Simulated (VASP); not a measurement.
# PbS (P-6m2) in VASP: further runs

The runs below take PbS through single point, with LDA, PBEsol.

All numbers are computed with VASP 6.6.1; they aren't measurements. Logs are shortened: lines on timing, memory, paths and dates and some standing lists are left out, and cuts for length are marked.

## Step 1: The cell of the first run

It takes space group P-6m2 (No. 187, hexagonal). The conventional cell has a = 4.062 Å, b = 4.062 Å, c = 3.763 Å, α = 90.00°, β = 90.00°, γ = 120.00°. Pb (site symmetry -6m2) has 6 S at 3.01 Å and 2 Pb at 3.76 Å within 4.0 Å. S (site symmetry -6m2) has 6 Pb at 3.01 Å and 2 S at 3.76 Å within 4.0 Å.

## Step 2: Single point, LDA (volume scaled by 0.98)

INCAR

```
SYSTEM = PbS
PREC = Accurate
ENCUT = 520
EDIFF = 1E-7
ISMEAR = -1
SIGMA = 0.05
LREAL = .False.
LASPH = .True.
NELM = 60
ALGO = Normal
ISIF = 2
LWAVE = .False.
LCHARG = .True.
GGA = CA
LELF = .True.
LVHAR = .True.
NBANDS = 17
```

KPOINTS

```
Automatic mesh
0
Gamma
  8 8 7
  0 0 0
```

POSCAR

```
PbS
1.0
    4.0622492242      0.0000000000      0.0000000000
   -2.0311246120      3.5180110247      0.0000000000
    0.0000000000      0.0000000000      3.7627422943
Pb S
1 1
Direct
    0.0000000000      0.0000000000      0.0000000000
    0.6666666667      0.3333333333      0.5000000000
```

Potentials or basis: VASP PAW LDA potentials, release 64 (Pb_d, S).

Command:

```console
> cat potpaw_LDA.64/Pb_d/POTCAR potpaw_LDA.64/S/POTCAR > POTCAR
> mpirun -np 1 vasp_std > vasp.out
```

OUTCAR:

```text
SYSTEM = PbS
   PREC = Accurate
   ENCUT = 520
   EDIFF = 1E-7
   ISMEAR = -1
   LREAL = .False.
   LASPH = .True.
   NELM = 60
   ISIF = 2
   GGA = CA

 ion  position               nearest neighbor table
   1  0.000  0.000  0.000-   2 3.01   2 3.01   2 3.01   2 3.01   2 3.01   2 3.01
   2  0.667  0.333  0.500-   1 3.01   1 3.01   1 3.01   1 3.01   1 3.01   1 3.01

  LATTYP: Found a hexagonal cell.
 ALAT       =     4.0622492242
 C/A-ratio  =     0.9262706660

  Lattice vectors:

 A1 = (   4.0622492242,   0.0000000000,   0.0000000000)
 A2 = (  -2.0311246120,   3.5180110247,   0.0000000000)
 A3 = (   0.0000000000,   0.0000000000,   3.7627422943)

Analysis of symmetry for initial positions (statically):
=====================================================================
 Subroutine PRICEL returns:
 Original cell was already a primitive cell.

 Routine SETGRP: Setting up the symmetry group for a
 hexagonal supercell.

 Subroutine GETGRP returns: Found 12 space group operations
 (whereof 12 operations were pure point group operations)
 out of a pool of 24 trial point group operations.

The static configuration has the point symmetry D_3h.

Analysis of symmetry for dynamics (positions and initial velocities):
=====================================================================
 Subroutine PRICEL returns:
 Original cell was already a primitive cell.

 Routine SETGRP: Setting up the symmetry group for a
 hexagonal supercell.

 Subroutine GETGRP returns: Found 12 space group operations
 (whereof 12 operations were pure point group operations)
 out of a pool of 24 trial point group operations.

The dynamic configuration has the point symmetry D_3h.

 Subroutine INISYM returns: Found 12 space group operations
 (whereof 12 operations are pure point group operations),
 and found     1 'primitive' translations

----------------------------------------------------------------------------------------

                                     Primitive cell

  volume of cell :      53.7735

  direct lattice vectors                    reciprocal lattice vectors
     4.062249224  0.000000000  0.000000000     0.246169042  0.142125763  0.000000000
    -2.031124612  3.518011025  0.000000000     0.000000000  0.284251525  0.000000000
     0.000000000  0.000000000  3.762742294     0.000000000  0.000000000  0.265763616

  length of vectors
     4.062249224  4.062249224  3.762742294     0.284251525  0.284251525  0.265763616

  position of ions in fractional coordinates (direct lattice)
     0.000000000  0.000000000  0.000000000
     0.666666667  0.333333333  0.500000000

  ion indices of the primitive-cell ions
   primitive index   ion index
                 1           1
                 2           2

----------------------------------------------------------------------------------------

 KPOINTS: Automatic mesh

Automatic generation of k-mesh.
 Grid dimensions read from file:
 generate k-points for:    8    8    7

 Generating k-lattice:

  Cartesian coordinates                     Fractional coordinates (reciprocal lattice)
     0.030771130  0.017765720  0.000000000     0.125000000  0.000000000  0.000000000
     0.000000000  0.035531441  0.000000000     0.000000000  0.125000000  0.000000000
     0.000000000  0.000000000  0.037966231     0.000000000  0.000000000  0.142857143

  Length of vectors
     0.035531441  0.035531441  0.037966231

  Shift w.r.t. Gamma in fractional coordinates (k-lattice)
     0.000000000  0.000000000  0.000000000

 Subroutine IBZKPT returns following result:
 ===========================================

 Found     40 irreducible k-points:

 Following reciprocal coordinates:
            Coordinates               Weight
  0.000000  0.000000  0.000000      1.000000
  0.125000  0.000000  0.000000      6.000000
  0.250000  0.000000  0.000000      6.000000
  0.375000  0.000000  0.000000      6.000000
  0.500000  0.000000  0.000000      3.000000
  0.125000  0.125000  0.000000      6.000000
[... 16 lines left out ...]
  0.250000  0.000000  0.285714     12.000000
  0.375000  0.000000  0.285714     12.000000
 [... further k-points ...]
   k-points           NKPTS =     40   k-points in BZ     NKDIM =     40   number of bands    NBANDS=     17
   number of dos      NEDOS =    301   number of ions     NIONS =      2
   total plane-waves  NPLWV =  25200
   dimension x,y,z NGX =    30 NGY =   30 NGZ =   28
   dimension x,y,z NGXF=    60 NGYF=   60 NGZF=   56
   ions per type =               1   1
   NGX,Y,Z   is equivalent  to a cutoff of  12.28, 12.28, 12.37 a.u.
   NGXF,Y,Z  is equivalent  to a cutoff of  24.55, 24.55, 24.74 a.u.
 SYSTEM =  PbS
   PREC   = accura    normal or accurate (medium, high low for compatibility)
   ISTART =      0    job   : 0-new  1-cont  2-samecut
   ICHARG =      2    charge: 1-file 2-atom 10-const
   ISPIN  =      1    spin polarized calculation?
   LNONCOLLINEAR =      F non collinear calculations
   LSORBIT =      F    spin-orbit coupling
   LASPH  =      T    aspherical Exc in radial PAW
   ENCUT  =  520.0 eV  38.22 Ry    6.18 a.u.   7.55  7.55  7.00*2*pi/ulx,y,z
   NELM   =     60;   NELMIN=  2; NELMDL= -5     # of ELM steps
   EDIFF  = 0.1E-06   stopping-criterion for ELM
   LREAL  =      F    real-space projection
   EDIFFG = 0.1E-05   stopping-criterion for IOM
   NSW    =      0    number of steps for IOM
   IBRION =     -1    ionic relax: 0-MD 1-quasi-New 2-CG
   NFREE  =      0    steps in history (QN), initial steepest desc. (CG)
   ISIF   =      2    stress and relaxation
   ISYM   =      2    0-nonsym 1-usesym 2-fastsym
   POTIM  = 0.5000    time-step for ionic-motion
   TEBEG  =    0.0;   TEEND  =   0.0 temperature during run
   PSTRESS=    0.0 pullay stress
   NELECT =      20.0000    total number of electrons
   NUPDOWN=      -1.0000    fix difference up-down
   EMIN   =  10.00;   EMAX   =-10.00  energy-range for DOS
   EFERMI =   0.00;   METHOD = LEGACY
   ISMEAR =    -1;   SIGMA  =   0.05  broadening in eV -4-tet -1-fermi 0-gaus
   EFERMI_NEDOS =   21; number of points for ismear=-14 and -15
   IALGO  =     38    algorithm
   IMIX   =      4    mixing-type and parameters
     AMIX     =   0.40;   BMIX     =  1.00
     AMIX_MAG =   1.60;   BMIX_MAG =  1.00
  volume/ion in A,a.u.               =      26.89       181.44
  Fermi-wavevector in a.u.,A,eV,Ry     =   1.177322  2.224817 18.858874  1.386088
  Thomas-Fermi vector in A             =   2.313671
   LORBIT       =      0    0 simple, 1 ext, 2 COOP (PROOUT), +10 PAW based schemes
   GGA     = CA    functional components
   LHFCALC =     F    Hartree Fock is set to
   AEXX    =    0.0000 exact exchange contribution
   IVDW    =     0    specifies the selected vdW correction
   LEPSILON=     F    determine dielectric tensor
   LRPA    =     F    only Hartree local field effects (RPA)
 non-spin polarized calculation
  energy-cutoff  :      520.00
  volume of cell :       53.77
 maximum number of plane-waves:      1464
   NGX = 15   NGY = 15   NGZ = 13

 number of electron      20.0000001 magnetization

 Free energy of the ion-electron system (eV)
  ---------------------------------------------------
  ext. energy  EPLUGINS =         0.00000000
  ---------------------------------------------------
  free energy    TOTEN  =        -9.70692476 eV

  energy without entropy =       -9.70429887  energy(sigma->0) =       -9.70561182

 E-fermi :   5.0834     XC(G=0):  -9.8821

 val. band max:        4.8552527932   @ k =   0.0000   0.0000   0.4286
 cond. band min:       5.1157464438   @ k =   0.3750   0.2500   0.0000
 fundamental gap:      0.2604936506
 Fermi energy:         5.0833560330

 k-point     1 :       0.0000    0.0000    0.0000
  band No.  band energies     occupation
      1     -11.6705      2.00000
      2     -11.6404      2.00000
      3     -11.6404      2.00000
      4     -11.5404      2.00000
      5     -11.5404      2.00000
      6      -8.0944      2.00000
[... 9 lines left out ...]
     16      16.2349      0.00000
     17      16.2401      0.00000

 k-point     2 :       0.1250    0.0000    0.0000
  band No.  band energies     occupation
      1     -11.6661      2.00000
      2     -11.6443      2.00000
      3     -11.6301      2.00000
      4     -11.5457      2.00000
      5     -11.5415      2.00000
      6      -7.9661      2.00000
[... 9 lines left out ...]
     16      15.3690      0.00000
     17      15.9505      0.00000

 k-point     3 :       0.2500    0.0000    0.0000
  band No.  band energies     occupation
      1     -11.6661      2.00000
      2     -11.6435      2.00000
      3     -11.6054      2.00000
      4     -11.5585      2.00000
      5     -11.5443      2.00000
      6      -7.6119      2.00000
[... 9 lines left out ...]
     16      15.7029      0.00000
     17      16.1955      0.00000

 k-point     4 :       0.3750    0.0000    0.0000
  band No.  band energies     occupation
      1     -11.6771      2.00000
      2     -11.6320      2.00000
      3     -11.5804      2.00000
      4     -11.5711      2.00000
      5     -11.5470      2.00000
      6      -7.1583      2.00000
[... 9 lines left out ...]
     16      16.0764      0.00000
     17      16.2480      0.00000
[... 343 lines left out ...]
      1     -11.6381      2.00000
      2     -11.6249      2.00000
      3     -11.5858      2.00000
      4     -11.5811      2.00000
      5     -11.5729      2.00000
      6      -7.3826      2.00000
[... 9 lines left out ...]
     16      14.0235      0.00000
     17      14.7218      0.00000

 k-point    23 :       0.2500    0.0000    0.2857
  band No.  band energies     occupation
      1     -11.6493      2.00000
      2     -11.6079      2.00000
      3     -11.6013      2.00000
      4     -11.5767      2.00000
      5     -11.5680      2.00000
      6      -7.0720      2.00000
[... 9 lines left out ...]
     16      14.2091      0.00000
     17      15.9799      0.00000

 k-point    24 :       0.3750    0.0000    0.2857
  band No.  band energies     occupation
      1     -11.6642      2.00000
      2     -11.6287      2.00000
      3     -11.5824      2.00000
      4     -11.5756      2.00000
      5     -11.5515      2.00000
      6      -6.7026      2.00000
[... 9 lines left out ...]
     16      15.5543      0.00000
     17      17.2327      0.00000

 [... further k-points ...]
[... 5 lines left out ...]
  --------------------------------------------------------------------------------------
  -------------------------------------------------------------------------------------
  Total       -1.1554668     -1.1554668     -1.2218777     -0.0000000      0.0000000      0.0000000
  in kB      -34.4270494    -34.4270494    -36.4057572     -0.0000000      0.0000000      0.0000000
  external PRESSURE =     -35.0866187 kB  Pullay stress =       0.0000000 kB

 VOLUME and BASIS-vectors are now :
 -----------------------------------------------------------------------------
  energy-cutoff  :      520.00
  volume of cell :       53.77
      direct lattice vectors                 reciprocal lattice vectors
     4.062249224  0.000000000  0.000000000     0.246169042  0.142125763  0.000000000
    -2.031124612  3.518011025  0.000000000     0.000000000  0.284251525  0.000000000
     0.000000000  0.000000000  3.762742294     0.000000000  0.000000000  0.265763616

 POSITION                                       TOTAL-FORCE (eV/Angst)
 -----------------------------------------------------------------------------------
      0.00000      0.00000      0.00000        -0.000000      0.000000      0.000000
      2.03112      1.17267      1.88137         0.000000      0.000000      0.000000
 -----------------------------------------------------------------------------------
    total drift:                               -0.000000      0.000000      0.000000

  FREE ENERGIE OF THE ION-ELECTRON SYSTEM (eV)
  ---------------------------------------------------
  free  energy   TOTEN  =        -9.7069247609 eV

  energy  without entropy=       -9.7042988706  energy(sigma->0) =       -9.70561182
```

Wall time 15 s (1 thread of Intel Xeon 6975P-C (Granite Rapids), shared host); peak memory 0.16 GiB.

Results:

| Property | Result |
| --- | --- |
| Free energy | -9.7069 eV |
| Pressure | -3.5 GPa |

Levels at points of the mesh, in eV from the Fermi level:
```tsv
k point	band 6	band 7	band 8	band 9	band 10	band 11	band 12	band 13	band 14	band 15
(0.00, 0.00, 0.00)	-13.18	-6.34	-2.14	-1.63	-1.63	3.46	3.46	5.23	6.60	7.00
(0.50, 0.00, 0.00)	-12.00	-8.50	-2.70	-1.79	-1.11	1.97	3.95	5.36	5.37	11.12
```

Caveat: spin-orbit coupling is left out, which moves the levels of the heavy elements.

## Step 3: Single point, PBEsol (volume scaled by 0.98)

INCAR

```
SYSTEM = PbS
PREC = Accurate
ENCUT = 520
EDIFF = 1E-7
ISMEAR = -1
SIGMA = 0.05
LREAL = .FALSE.
LASPH = .TRUE.
NELM = 100
ALGO = Normal
ISIF = 2
LWAVE = .FALSE.
LCHARG = .FALSE.
GGA = PS
NBANDS = 17
```

KPOINTS

```
regular mesh
0
G
  8 8 7
  0 0 0
```

POSCAR is that of step 2.

Potentials or basis: VASP PAW PBE potentials, release 64 (Pb_d, S).

Command:

```console
> cat potpaw_PBE.64/Pb_d/POTCAR potpaw_PBE.64/S/POTCAR > POTCAR
> mpirun -np 1 vasp_std > vasp.out
```

Wall time 16 s (1 thread of Intel Xeon 6975P-C (Granite Rapids), shared host); peak memory 0.18 GiB.

It converged, with:

* Free energy: -9.1992 eV
* Pressure: -1.9 GPa

Levels at points of the mesh, in eV from the Fermi level:
```csv
k point,band 7,band 8,band 9,band 10,band 11,band 12,band 13,band 14
"(0.00, 0.00, 0.00)",-6.35,-2.17,-1.67,-1.67,3.49,3.49,5.18,6.65
"(0.50, 0.00, 0.00)",-8.51,-2.73,-1.80,-1.15,1.98,3.98,5.34,5.40
```

Caveat: the PAW data sets were made with another functional, which shifts forces and pressure a little; spin-orbit coupling is left out, which moves the levels of the heavy elements.

(Continued in part 2 of 2.)
